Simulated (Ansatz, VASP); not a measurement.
**Al in VASP and in Ansatz**

File INCAR:

```
ALGO = Normal ; EDIFF = 1E-6
ENCUT = 520 ; GGA = CA
ISIF = 2 ; ISMEAR = -1
LASPH = T ; LCHARG = T
LELF = T ; LREAL = F
LVHAR = T ; LWAVE = F
NBANDS = 8 ; NELM = 60
PREC = Accurate ; SIGMA = 0.03
```

KPOINTS

```
k-points
0
Gamma
  17 17 17
```

POSCAR

```
Al
1.0
   -0.0202398000      2.0138601000      2.0138601000
    2.0138601000     -0.0202398000      2.0138601000
    2.0138601000      2.0138601000     -0.0202398000
Al
1
Direct
    0.0000000000      0.0000000000      0.0000000000
```

Input for Ansatz:

```yaml
crystal:
  lattice:
    - [-0.0202398, 2.0138601, 2.0138601]
    - [2.0138601, -0.0202398, 2.0138601]
    - [2.0138601, 2.0138601, -0.0202398]
  atoms:
    - { symbol: Al, position: [0.0, 0.0, 0.0] }
kpoints:
  mp_grid: { grid: [17, 17, 17] }
  band_path:
    path:
      - [0.0, 0.0, 0.0]
      - [0.5, 0.5, 0.5]
      - [0.2525443832, 0.5, 0.7474556168]
      - [-0.2525443832, 0.2525443832, 0.5]
      - [0.0, 0.0, 0.5]
      - [0.0, 0.0, 0.0]
      - [-0.3762721916, 0.0, 0.3762721916]
      - [0.0, 0.3762721916, 0.6237278084]
      - [0.0, 0.5, 0.5]
    npoints: 5
scf:
  occupations: { method: fermi_dirac, width: 0.03 }
hamiltonian:
  xc: lda
  pseudopotentials: { kind: all_electron, lapw: { basis_error: 0.0005 } }
output:
  forces: true
  stress: true
  eigenvalues: true
```

Change from the starting cell: equal xy, yz and zx shear strains of -1 %.

Alike in both runs: task single point; functional LDA; k mesh 17 × 17 × 17; occupations fermi-dirac, width 0.03 eV; no spin polarisation.

|  | VASP | Ansatz |
| --- | --- | --- |
| version | VASP 6.6.1 | Ansatz 0.2.0 |
| potentials or method | VASP PAW LDA potentials, release 64 (Al), cutoff 520 eV | all-electron LAPW, scalar-relativistic |

```tsv
	VASP	Ansatz	Ansatz less VASP
pressure (GPa)	-3.6	-3.6	-0.03
traceless stress, the component that is largest in VASP (GPa)	0.29	0.29	-0.001
```

LDA's correlation is that of Perdew and Zunger in VASP and of Perdew and Wang (1992) in Ansatz. Ansatz ran all-electron here, and VASP with PAW potentials.
